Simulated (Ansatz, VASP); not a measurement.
## Zn in VASP and in Ansatz

```
Zn
1.0
    -1.56904    1.56904    1.56904
     1.56904   -1.56904    1.56904
     1.56904    1.56904   -1.56904
Zn
1
Direct
  0.00000 0.00000 0.00000
```

Alike in both runs: task single point; functional PBE; k mesh 12 × 12 × 12; occupations gaussian, width 0.019 eV; no spin polarisation.

|  | VASP | Ansatz |
| --- | --- | --- |
| version | VASP 6.6.1 | Ansatz 0.2.0 |
| potentials or method | VASP PAW PBE potentials, release 64 (Zn) | Ansatz PAW |
| plane-wave cutoff (eV) | 520 | 420 |
| valence electrons in the cell | 12 | 12 |

```tsv
	VASP	Ansatz	Ansatz less VASP
gap on the k mesh at the Fermi level (eV)	none	none	-
pressure (GPa)	0.1	-0.2	-0.28
```

A gap of «none» marks a metal or a gap that the smearing closes. With one functional, cell and mesh, what is left measures potentials, basis and numerics.
